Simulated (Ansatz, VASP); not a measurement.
Two plane-wave programs on Sn3PbS4

```xyz
8
Lattice="5.9593 0.0000 0.0000 0.0000 4.1899 0.0000 0.0000 0.0000 8.3960" Properties=species:S:1:pos:R:3 pbc="T T T"
Sn    4.5547    0.0000    5.2348
Sn    1.5751    2.0949    7.3592
Sn    1.4046    2.0949    3.1612
Pb    4.3843    0.0000    1.0368
S     4.7361    2.0949    7.1228
S     4.2029    2.0949    2.9248
S     1.2232    0.0000    1.2732
S     1.7565    0.0000    5.4712
```

Alike in both runs: task single point; functional PBE; k mesh 4 × 4 × 2; occupations gaussian, width 0.1 eV; no spin polarisation.

|  | VASP | Ansatz |
| --- | --- | --- |
| version | VASP 6.6.1 | Ansatz 0.2.0 |
| potentials or method | VASP PAW PBE potentials, release 64 (Sn_d, Pb_d, S), cutoff 520 eV | scalar-relativistic, plane waves, PAW |
| valence electrons in the cell | 80 | 80 |

```tsv
	VASP	Ansatz	Ansatz less VASP
gap on the k mesh at the Fermi level (eV)	0.15	0.16	+0.004
least direct gap on the mesh (eV)	0.15	0.16	+0.004
pressure (GPa)	-0.7	-0.6	+0.06
traceless stress, the component that is largest in VASP (GPa)	-0.36	-0.36	+0.002
rms of the force components (eV/Å)	0.159	0.161	+0.0021
```

Atom by atom the forces differ by 0.003 eV/Å (rms over components).

Neither program's run includes spin-orbit coupling.
